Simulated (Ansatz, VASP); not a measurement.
One calculation of Ir, two programs

Contents of INCAR:

```
SYSTEM = Ir
ALGO = Normal
EDIFF = 1E-6
ENCUT = 520
ISIF = 2
ISMEAR = -1
LASPH = .True.
LCHARG = .False.
LREAL = .False.
LWAVE = .False.
NBANDS = 10
NELM = 80
PREC = Accurate
SIGMA = 0.08
```

KPOINTS

```
k-points
0
Gamma
  19 19 19
  0 0 0
```

File POSCAR:

```
Ir
1.0
    0.0000000000      1.8670287592      1.8670287592
    1.8670287592      0.0000000000      1.8670287592
    1.8670287592      1.8670287592      0.0000000000
Ir
1
Direct
    0.0000000000      0.0000000000      0.0000000000
```

Input for Ansatz:

```yaml
crystal:
  lattice:
    - [0.0, 1.8670287592, 1.8670287592]
    - [1.8670287592, 0.0, 1.8670287592]
    - [1.8670287592, 1.8670287592, 0.0]
  atoms:
    - { symbol: Ir, position: [0.0, 0.0, 0.0] }
kpoints:
  mp_grid: { grid: [19, 19, 19] }
  band_path:
    path:
      - [0.0, 0.0, 0.0]
      - [0.5, 0.0, 0.5]
      - [0.625, 0.25, 0.625]
      - [0.375, 0.375, 0.75]
      - [0.0, 0.0, 0.0]
      - [0.5, 0.5, 0.5]
      - [0.5, 0.25, 0.75]
      - [0.5, 0.0, 0.5]
    npoints: 8
scf:
  occupations: { method: fermi_dirac, width: 0.08 }
hamiltonian:
  xc: lda
  pseudopotentials: { kind: paw }
output:
  forces: true
  stress: true
  eigenvalues: true
  populations: true
  dos: { projected: true, de: 0.2, e_range: [-14, 8] }
```

Change from the starting cell: volume scaled by 0.94, PAW files.

Alike in both runs: task single point; functional LDA; k mesh 19 × 19 × 19; occupations fermi-dirac, width 0.08 eV; no spin polarisation.

|  | VASP | Ansatz |
| --- | --- | --- |
| version | VASP 6.6.1 | Ansatz 0.2.0 |
| potentials or method | VASP PAW LDA potentials, release 64 (Ir) | PAW with Ansatz's default frozen-core files, scalar-relativistic |
| plane-wave cutoff (eV) | 520 | 420 |
| valence electrons in the cell | 9 | 17 |

VASP gave:

- pressure (GPa): 32.7

Which values does Ansatz return?

Pressure (GPa): 29.2.

LDA's correlation is that of Perdew and Zunger in VASP and of Perdew and Wang (1992) in Ansatz. The pressures are high and differ by over a tenth, so treat them with care. VASP's potentials hold 9 valence electrons a cell and Ansatz's 17, so a difference there can come from the potentials and not from the codes.

Neither program's run includes spin-orbit coupling.
